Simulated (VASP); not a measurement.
# Hf (Im-3m) in VASP: a series of runs, part 2 of 2

VASP 6.6.1.

## (3) Relaxation of cell and atoms, PBEsol

This run uses another cell than the first one, of 22.38 Å³/atom, 0.938 times its volume.

Input file INCAR:

```
PREC = Accurate
ENCUT = 600
EDIFF = 1E-6
ISMEAR = -1
SIGMA = 0.1
LREAL = False
LASPH = True
NELM = 100
ALGO = Normal
ISIF = 3
LWAVE = False
LCHARG = False
GGA = PS
IBRION = 2
NSW = 80
EDIFFG = -0.01
```

Input file KPOINTS:

```
regular mesh
0
Gamma
  12 12 12
```

Input file POSCAR:

```
Hf
1.0
   -1.7752869173      1.7752869173      1.7752869173
    1.7752869173     -1.7752869173      1.7752869173
    1.7752869173      1.7752869173     -1.7752869173
Hf
1
Direct
    0.0000000000      0.0000000000      0.0000000000
```

Potentials or basis: VASP PAW PBE potentials, release 64 (Hf_pv).

On the command line:

```bash
> cat potpaw_PBE.64/Hf_pv/POTCAR > POTCAR
> mpirun -np 1 vasp_std > vasp.out
```

Wall time 66 s (1 thread of Intel Xeon 8259CL, shared host); peak memory 0.17 GiB.

The run converged. Its results:

```yaml
Free_energy: -10.3648 eV
Relaxed_volume: 21.26 Å³/atom
Relaxed_cell: a = 3.023 Å, b = 3.023 Å, c = 3.023 Å, α = 109.47°, β = 109.47°, γ = 109.47°
Space_group_after_relaxing_to_0.05_Å: Im-3m (No. 229)
Energy_gained_by_relaxing: 18.7 meV/atom
Ionic_steps: 3
Pressure_after_relaxing: 0.0 GPa
Band_gap_on_the_k_mesh: zero (band 5 reaches 6.31 eV, above the bottom of band 6 at 4.08 eV)
```

Step by step:
```
step  energy change (eV)  largest force (eV/Å)  pressure (GPa)  volume (Å³)
   1              0.0000                0.0000           -5.08        22.38
   2              0.0013                0.0000            6.14        20.16
   3             -0.0187                0.0000           -0.05        21.26
```

Final structure:
```xyz
1
Lattice="-1.7451 1.7451 1.7451 1.7451 -1.7451 1.7451 1.7451 1.7451 -1.7451" Properties=species:S:1:pos:R:3 pbc="T T T"
Hf    0.0000    0.0000    0.0000
```

Levels at points of the mesh, in eV from the Fermi level:
```tsv
k point	band 1	band 2	band 3	band 4	band 5	band 6	band 7	band 8	band 9
(0.00, 0.00, 0.00)	-29.56	-29.56	-29.56	-7.19	1.56	1.56	1.56	4.51	4.51
(0.50, 0.00, 0.00)	-30.54	-29.88	-29.57	-3.53	-0.58	1.31	4.36	5.42	8.10
(0.50, 0.50, 0.50)	-30.24	-30.24	-30.24	-2.78	-2.78	7.19	7.19	7.19	7.66
```

Caveat: the PAW data sets were made with another functional, which shifts forces and pressure a little; spin-orbit coupling is left out, which moves the levels of the heavy elements.

## (4) Single point, PBEsol

This run uses another cell than the first one, of 21.29 Å³/atom, 0.893 times its volume.

Input file INCAR:

```
SYSTEM = Hf
  PREC = Accurate
  ENCUT = 520
  EDIFF = 1E-6
  ISMEAR = -1
  SIGMA = 0.1
  LREAL = .False.
  LASPH = .True.
  NELM = 100
  ALGO = Normal
  ISIF = 2
  LWAVE = .False.
  LCHARG = .False.
  GGA = PS
  NBANDS = 11
```

Input file KPOINTS:

```
regular mesh
0
Gamma
  21 21 21
  0 0 0
```

Input file POSCAR:

```
Hf
1.0
   -1.7460743118      1.7460743118      1.7460743118
    1.7460743118     -1.7460743118      1.7460743118
    1.7460743118      1.7460743118     -1.7460743118
Hf
1
Direct
    0.0000000000      0.0000000000      0.0000000000
```

Potentials or basis: VASP PAW PBE potentials, release 64 (Hf_pv).

On the command line:

```bash
> cat potpaw_PBE.64/Hf_pv/POTCAR > POTCAR
> mpirun -np 1 vasp_std > vasp.out
```

OUTCAR:

```text
SYSTEM = Hf
   PREC = Accurate
   ENCUT = 520
   EDIFF = 1E-6
   ISMEAR = -1
   LREAL = .False.
   LASPH = .True.
   NELM = 100
   ISIF = 2
   GGA = PS

 ion  position               nearest neighbor table
   1  0.000  0.000  0.000-

  LATTYP: Found a body centered cubic cell.
 ALAT       =     3.4921486236

  Lattice vectors:

 A1 = (  -1.7460743118,   1.7460743118,   1.7460743118)
 A2 = (   1.7460743118,  -1.7460743118,   1.7460743118)
[... 516 lines left out ...]
     11      18.8961      0.00000

 [... further k-points ...]

------------------------ aborting loop because EDIFF is reached ----------------------------------------

  FORCE on cell =-STRESS in cart. coord.  units (eV):
  Direction    XX          YY          ZZ          XY          YZ          ZX
  --------------------------------------------------------------------------------------
  -------------------------------------------------------------------------------------
  Total       -0.0139925     -0.0139925     -0.0139925      0.0000000     -0.0000000      0.0000000
  in kB       -1.0528300     -1.0528300     -1.0528300      0.0000000     -0.0000000      0.0000000
  external PRESSURE =      -1.0528300 kB  Pullay stress =       0.0000000 kB

 VOLUME and BASIS-vectors are now :
 -----------------------------------------------------------------------------
  energy-cutoff  :      520.00
  volume of cell :       21.29
      direct lattice vectors                 reciprocal lattice vectors
    -1.746074312  1.746074312  1.746074312     0.000000000  0.286356655  0.286356655
     1.746074312 -1.746074312  1.746074312     0.286356655  0.000000000  0.286356655
     1.746074312  1.746074312 -1.746074312     0.286356655  0.286356655  0.000000000

 POSITION                                       TOTAL-FORCE (eV/Angst)
 -----------------------------------------------------------------------------------
      0.00000      0.00000      0.00000        -0.000000      0.000000     -0.000000
 -----------------------------------------------------------------------------------
    total drift:                                0.000000      0.000000     -0.000000

  FREE ENERGIE OF THE ION-ELECTRON SYSTEM (eV)
  ---------------------------------------------------
  free  energy   TOTEN  =       -10.3637591344 eV

  energy  without entropy=      -10.3041425716  energy(sigma->0) =      -10.33395085
```

Wall time 54 s (1 thread of Intel Xeon 8259CL, shared host); peak memory 0.19 GiB.

What came out:

```
Free energy            : -10.3638 eV
Pressure               : -0.1 GPa
Band gap on the k mesh : zero (band 5 reaches 6.30 eV, above the bottom of band 6 at 3.96 eV)
```

Caveat: the PAW data sets were made with another functional, which shifts forces and pressure a little; spin-orbit coupling is left out, which moves the levels of the heavy elements.

## (5) The runs side by side

| task | cell | k mesh | cutoff (eV) | gap on the mesh (eV) | pressure (GPa) |
| --- | --- | --- | --- | --- | --- |
| single point | a = 3.141 Å, angles 109.5°, 1 atom | 14 × 14 × 14 | 520 | none | -10.1 |
| relaxation of cell and atoms | relaxed from a = 3.075 Å, angles 109.5°, 1 atom | 12 × 12 × 12 | 600 | none | 0.0 |
| single point | a = 3.024 Å, angles 109.5°, 1 atom | 21 × 21 × 21 | 520 | none | -0.1 |

Alike in all rows: level PBEsol; potentials or basis VASP PAW PBE potentials, release 64 (Hf_pv); no spin polarisation; smearing fermi-dirac 0.1 eV.

Caveats: the PAW data sets were made with another functional, which shifts forces and pressure a little; spin-orbit coupling is left out, which moves the levels of the heavy elements.

Total energies depend on the potentials used, so only differences within one code and one set of settings carry meaning.
